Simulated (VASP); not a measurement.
# MnSb (P6_3/mmc) in VASP: a series of runs

MnSb is run at these levels: PBEsol, RPBE, revPBE, revPBE+D3(BJ), revPBE+D4; tasks: single point, relaxation of cell and atoms.

Program: VASP 6.6.1. These are calculated values, not measurements. Logs are shortened: lines on timing, memory, paths and dates and some standing lists are left out, and cuts for length are marked.

### Step 1. The cell of the first run

The structure is hexagonal, space group P6_3/mmc (No. 194). Conventional cell: a = 4.150 Å, b = 4.150 Å, c = 5.780 Å, α = 90.00°, β = 90.00°, γ = 120.00°. Within 3.8 Å of Sb (site symmetry -6m2) lie 6 Mn at 2.80 Å and 6 Sb at 3.75 Å. Mn (site symmetry -3m) has 6 Sb at 2.80 Å and 2 Mn at 2.89 Å within 3.7 Å.

### Step 2. Single point, PBEsol, collinear spin, ferromagnetic start

File INCAR:

```
ALGO     = Normal         # electronic algorithm
EDIFF    = 1E-6           # SCF threshold, eV
ENCUT    = 680            # plane-wave cutoff, eV
GGA      = PS             # functional
GGA_COMPAT= F            
ISIF     = 2              # what is computed and relaxed
ISMEAR   = -1             # smearing method
ISPIN    = 2              # spin polarisation
LASPH    = T              # aspherical terms in the spheres
LCHARG   = F              # write CHGCAR
LMAXMIX  = 4              # l up to which the mixer works
LORBIT   = 11             # projections on sites
LREAL    = F              # projectors in reciprocal space
LWAVE    = F              # write WAVECAR
MAGMOM   = 0 0 6 6        # initial moments
NBANDS   = 42             # bands
NELM     = 200            # most SCF steps
NUPDOWN  = 12.0           # fixed moment
PREC     = Accurate       # precision mode
SIGMA    = 0.05           # smearing width, eV
```

File KPOINTS:

```
k-points
0
Gamma
  6 6 4
```

File POSCAR:

```
MnSb
1.0
    4.1500000000      0.0000000000      0.0000000000
   -2.0750000000      3.5940054257      0.0000000000
    0.0000000000      0.0000000000      5.7800000000
Sb Mn
2 2
Direct
    0.6666666667      0.3333333333      0.7500000000
    0.3333333333      0.6666666667      0.2500000000
    0.0000000000      0.0000000000      0.5000000000
    0.0000000000      0.0000000000      0.0000000000
```

Potentials or basis: VASP PAW PBE potentials, release 64 (Sb_d_GW, Mn_sv).

Run with:

```sh
> cat potpaw_PBE.64/Sb_d_GW/POTCAR potpaw_PBE.64/Mn_sv/POTCAR > POTCAR
> mpirun -np 1 vasp_std > vasp.out
```

OUTCAR:

```text
EDIFF = 1E-6
   ENCUT = 680
   GGA = PS
   ISIF = 2
   ISMEAR = -1
   ISPIN = 2
   LASPH = T
   LORBIT = 11
   LREAL = F
   NELM = 200
   NUPDOWN = 12.0
   PREC = Accurate

 ion  position               nearest neighbor table
   1  0.667  0.333  0.750-   3 2.80   4 2.80   3 2.80   4 2.80   3 2.80   4 2.80
   2  0.333  0.667  0.250-   3 2.80   4 2.80   3 2.80   4 2.80   3 2.80   4 2.80
   3  0.000  0.000  0.500-   1 2.80   2 2.80   2 2.80   1 2.80   1 2.80   2 2.80
   4  0.000  0.000  0.000-   1 2.80   2 2.80   2 2.80   1 2.80   1 2.80   2 2.80

  LATTYP: Found a hexagonal cell.
 ALAT       =     4.1500000000
 C/A-ratio  =     1.3927710843

  Lattice vectors:

 A1 = (   4.1500000000,   0.0000000000,   0.0000000000)
 A2 = (  -2.0750000000,   3.5940054257,   0.0000000000)
 A3 = (   0.0000000000,   0.0000000000,   5.7800000000)

Analysis of symmetry for initial positions (statically):
=====================================================================
 Subroutine PRICEL returns:
 Original cell was already a primitive cell.

 Routine SETGRP: Setting up the symmetry group for a
 hexagonal supercell.

 Subroutine GETGRP returns: Found 24 space group operations
 (whereof 12 operations were pure point group operations)
 out of a pool of 24 trial point group operations.

The static configuration has the point symmetry D_3d.
 The point group associated with its full space group is D_6h.

Analysis of symmetry for dynamics (positions and initial velocities):
=====================================================================
 Subroutine PRICEL returns:
 Original cell was already a primitive cell.

 Routine SETGRP: Setting up the symmetry group for a
 hexagonal supercell.

 Subroutine GETGRP returns: Found 24 space group operations
 (whereof 12 operations were pure point group operations)
 out of a pool of 24 trial point group operations.

The dynamic configuration has the point symmetry D_3d.
 The point group associated with its full space group is D_6h.

Analysis of structural, dynamic, and magnetic symmetry:
=====================================================================
 Subroutine PRICEL returns:
 Original cell was already a primitive cell.

 Routine SETGRP: Setting up the symmetry group for a
 hexagonal supercell.

 Subroutine GETGRP returns: Found 24 space group operations
 (whereof 12 operations were pure point group operations)
 out of a pool of 24 trial point group operations.

The overall configuration has the point symmetry D_3d.
 The point group associated with its full space group is D_6h.

 Subroutine INISYM returns: Found 24 space group operations
 (whereof 12 operations are pure point group operations),
 and found     1 'primitive' translations

----------------------------------------------------------------------------------------

                                     Primitive cell

  volume of cell :      86.2094

  direct lattice vectors                    reciprocal lattice vectors
     4.150000000  0.000000000  0.000000000     0.240963855  0.139120547  0.000000000
    -2.075000000  3.594005426  0.000000000     0.000000000  0.278241094  0.000000000
     0.000000000  0.000000000  5.780000000     0.000000000  0.000000000  0.173010381

  length of vectors
     4.150000000  4.150000000  5.780000000     0.278241094  0.278241094  0.173010381

  position of ions in fractional coordinates (direct lattice)
     0.666666667  0.333333333  0.750000000
     0.333333333  0.666666667  0.250000000
     0.000000000  0.000000000  0.500000000
     0.000000000  0.000000000  0.000000000

  ion indices of the primitive-cell ions
   primitive index   ion index
                 1           1
                 2           2
                 3           3
                 4           4

----------------------------------------------------------------------------------------

 KPOINTS: k-points

Automatic generation of k-mesh.
 Grid dimensions read from file:
 generate k-points for:    6    6    4

 Generating k-lattice:

  Cartesian coordinates                     Fractional coordinates (reciprocal lattice)
     0.040160643  0.023186758  0.000000000     0.166666667  0.000000000  0.000000000
     0.000000000  0.046373516  0.000000000     0.000000000  0.166666667  0.000000000
     0.000000000  0.000000000  0.043252595     0.000000000  0.000000000  0.250000000

  Length of vectors
     0.046373516  0.046373516  0.043252595

  Shift w.r.t. Gamma in fractional coordinates (k-lattice)
     0.000000000  0.000000000  0.000000000

 Subroutine IBZKPT returns following result:
 ===========================================

 Found     21 irreducible k-points:

 Following reciprocal coordinates:
            Coordinates               Weight
  0.000000  0.000000  0.000000      1.000000
  0.166667  0.000000  0.000000      6.000000
  0.333333  0.000000  0.000000      6.000000
  0.500000  0.000000  0.000000      3.000000
  0.166667  0.166667  0.000000      6.000000
  0.333333  0.166667  0.000000     12.000000
[... 13 lines left out ...]
  0.333333  0.166667  0.500000     12.000000
  0.333333  0.333333  0.500000      2.000000
   k-points           NKPTS =     21   k-points in BZ     NKDIM =     21   number of bands    NBANDS=     42
   number of dos      NEDOS =    301   number of ions     NIONS =      4
   total plane-waves  NPLWV =  64800
   dimension x,y,z NGX =    36 NGY =   36 NGZ =   50
   dimension x,y,z NGXF=    72 NGYF=   72 NGZF=  100
   ions per type =               2   2
   NGX,Y,Z   is equivalent  to a cutoff of  14.42, 14.42, 14.38 a.u.
   NGXF,Y,Z  is equivalent  to a cutoff of  28.84, 28.84, 28.76 a.u.
 SYSTEM =  unknown system
   PREC   = accura    normal or accurate (medium, high low for compatibility)
   ISTART =      0    job   : 0-new  1-cont  2-samecut
   ICHARG =      2    charge: 1-file 2-atom 10-const
   ISPIN  =      2    spin polarized calculation?
   LNONCOLLINEAR =      F non collinear calculations
   LSORBIT =      F    spin-orbit coupling
   LASPH  =      T    aspherical Exc in radial PAW
   ENCUT  =  680.0 eV  49.98 Ry    7.07 a.u.   8.82  8.82 12.29*2*pi/ulx,y,z
   NELM   =    200;   NELMIN=  2; NELMDL= -5     # of ELM steps
   EDIFF  = 0.1E-05   stopping-criterion for ELM
   LREAL  =      F    real-space projection
[... 7 lines left out ...]
   TEBEG  =    0.0;   TEEND  =   0.0 temperature during run
   PSTRESS=    0.0 pullay stress
   NELECT =      60.0000    total number of electrons
   NUPDOWN=      12.0000    fix difference up-down
   EMIN   =  10.00;   EMAX   =-10.00  energy-range for DOS
   EFERMI =   0.00;   METHOD = LEGACY
   ISMEAR =    -1;   SIGMA  =   0.05  broadening in eV -4-tet -1-fermi 0-gaus
   EFERMI_NEDOS =   21; number of points for ismear=-14 and -15
   IALGO  =     38    algorithm
   IMIX   =      4    mixing-type and parameters
     AMIX     =   0.40;   BMIX     =  1.00
     AMIX_MAG =   1.60;   BMIX_MAG =  1.00
  volume/ion in A,a.u.               =      21.55       145.44
  Fermi-wavevector in a.u.,A,eV,Ry     =   1.450798  2.741611 28.637755  2.104816
  Thomas-Fermi vector in A             =   2.568369
   LORBIT       =     11    0 simple, 1 ext, 2 COOP (PROOUT), +10 PAW based schemes
   GGA     = PS    functional components
   LHFCALC =     F    Hartree Fock is set to
   AEXX    =    0.0000 exact exchange contribution
   IVDW    =     0    specifies the selected vdW correction
   LEPSILON=     F    determine dielectric tensor
   LRPA    =     F    only Hartree local field effects (RPA)
 spin polarized calculation
  energy-cutoff  :      680.00
  volume of cell :       86.21
 maximum number of plane-waves:      3493
 NGX is ok and might be reduce to    36
   NGX = 17   NGY = 17   NGZ = 25

 number of electron      59.9999979 magnetization      11.9999995

 Free energy of the ion-electron system (eV)
  ---------------------------------------------------
  ext. energy  EPLUGINS =         0.00000000
  ---------------------------------------------------
  free energy    TOTEN  =       -23.00898732 eV

  energy without entropy =      -22.98779098  energy(sigma->0) =      -22.99838915

 E-fermi :   5.5950     XC(G=0): -11.0041

 val. band max:        9.3709065742   @ k =   0.3333   0.1667   0.0000
 cond. band min:       5.6569530654   @ k =   0.1667   0.0000   0.0000
 fundamental gap:     -3.7139535088
 Fermi energy:         9.4676170681

 spin component 1

 k-point     1 :       0.0000    0.0000    0.0000
  band No.  band energies     occupation
      1     -74.6046      1.00000
      2     -74.5975      1.00000
      3     -43.5034      1.00000
      4     -43.4832      1.00000
      5     -43.4832      1.00000
      6     -43.4754      1.00000
[... 34 lines left out ...]
     41      13.7934      0.00000
     42      13.8208      0.00000

 k-point     2 :       0.1667    0.0000    0.0000
  band No.  band energies     occupation
      1     -74.6046      1.00000
      2     -74.5975      1.00000
      3     -43.5033      1.00000
      4     -43.4835      1.00000
      5     -43.4833      1.00000
      6     -43.4757      1.00000
[... 844 lines left out ...]
     41      14.0300      0.00000
     42      15.4720      0.00000

 k-point    21 :       0.3333    0.3333    0.5000
  band No.  band energies     occupation
      1     -74.6010      1.00000
      2     -74.6010      1.00000
      3     -43.4802      1.00000
      4     -43.4802      1.00000
      5     -43.4801      1.00000
      6     -43.4801      1.00000
[... 34 lines left out ...]
     41      14.2792      0.00000
     42      14.3394      0.00000
 Fermi energy:         5.5949605891

 spin component 2

 k-point     1 :       0.0000    0.0000    0.0000
  band No.  band energies     occupation
      1     -69.9561      1.00000
      2     -69.9480      1.00000
      3     -38.9574      1.00000
      4     -38.9015      1.00000
      5     -38.9015      1.00000
      6     -38.8920      1.00000
[... 34 lines left out ...]
     41      15.6647      0.00000
     42      15.7093      0.00000

 k-point     2 :       0.1667    0.0000    0.0000
  band No.  band energies     occupation
      1     -69.9561      1.00000
      2     -69.9480      1.00000
      3     -38.9574      1.00000
      4     -38.9019      1.00000
      5     -38.9016      1.00000
      6     -38.8923      1.00000
[... 844 lines left out ...]
     41      15.6827      0.00000
     42      15.8959      0.00000

 k-point    21 :       0.3333    0.3333    0.5000
  band No.  band energies     occupation
      1     -69.9520      1.00000
      2     -69.9520      1.00000
      3     -38.9095      1.00000
      4     -38.9095      1.00000
      5     -38.8980      1.00000
      6     -38.8980      1.00000
[... 34 lines left out ...]
     41      16.0512      0.00000
     42      16.2759      0.00000

------------------------ aborting loop because EDIFF is reached ----------------------------------------

  FORCE on cell =-STRESS in cart. coord.  units (eV):
  Direction    XX          YY          ZZ          XY          YZ          ZX
  --------------------------------------------------------------------------------------
  -------------------------------------------------------------------------------------
  Total        8.5592691      8.5592691      9.3673257      0.0000000      0.0000000      0.0000000
  in kB      159.0715820    159.0715820    174.0890831      0.0000000      0.0000000      0.0000000
  external PRESSURE =     164.0774157 kB  Pullay stress =       0.0000000 kB

 VOLUME and BASIS-vectors are now :
 -----------------------------------------------------------------------------
  energy-cutoff  :      680.00
  volume of cell :       86.21
      direct lattice vectors                 reciprocal lattice vectors
     4.150000000  0.000000000  0.000000000     0.240963855  0.139120547  0.000000000
    -2.075000000  3.594005426  0.000000000     0.000000000  0.278241094  0.000000000
     0.000000000  0.000000000  5.780000000     0.000000000  0.000000000  0.173010381

 POSITION                                       TOTAL-FORCE (eV/Angst)
 -----------------------------------------------------------------------------------
      2.07500      1.19800      4.33500        -0.000000      0.000000     -0.000000
     -0.00000      2.39600      1.44500         0.000000     -0.000000      0.000000
      0.00000      0.00000      2.89000        -0.000000      0.000000      0.000000
      0.00000      0.00000      0.00000        -0.000000      0.000000      0.000000
 -----------------------------------------------------------------------------------
    total drift:                               -0.000000     -0.000000      0.000000

  FREE ENERGIE OF THE ION-ELECTRON SYSTEM (eV)
  ---------------------------------------------------
  free  energy   TOTEN  =       -23.0089873171 eV

  energy  without entropy=      -22.9877909850  energy(sigma->0) =      -22.99838915

 total charge

# of ion       s       p       d       f       tot
--------------------------------------------------
    1        1.286   1.565  10.011   0.013  12.874
    2        1.286   1.565  10.011   0.013  12.874
    3        2.189   6.037   4.593   0.000  12.819
    4        2.189   6.037   4.593   0.000  12.819
--------------------------------------------------
tot          6.950  15.204  29.208   0.025  51.387

 magnetization (x)

# of ion       s       p       d       f       tot
--------------------------------------------------
    1        0.069   0.491   0.052   0.009   0.621
    2        0.069   0.491   0.052   0.009   0.621
    3        0.057   0.047   4.063   0.000   4.167
    4        0.057   0.047   4.063   0.000   4.167
--------------------------------------------------
tot          0.252   1.075   8.231   0.019   9.576
```

Wall time 7.1 min (1 thread of Intel Xeon Platinum 8488C (Sapphire Rapids), shared host); peak memory 0.38 GiB.

What came out:

```yaml
Free_energy: -23.0090 eV
Pressure: 16.4 GPa
Net_moment: 12.00 μB per cell
Site_moments: Sb +0.62; Mn +4.17 μB
Valence_electrons_inside_the_program's_atomic_spheres: Sb 12.87; Mn 12.82
```

Caveat: the cell stands under pressure; the PAW data sets were made with another functional, which shifts forces and pressure a little; spin-orbit coupling is left out, which moves the levels of the heavy elements; the total moment is fixed, so each spin has its own Fermi level and the state may be an excited one; the run started ferromagnetic, and an antiferromagnetic order may lie lower in energy.

(Continued in part 2 of 3.)
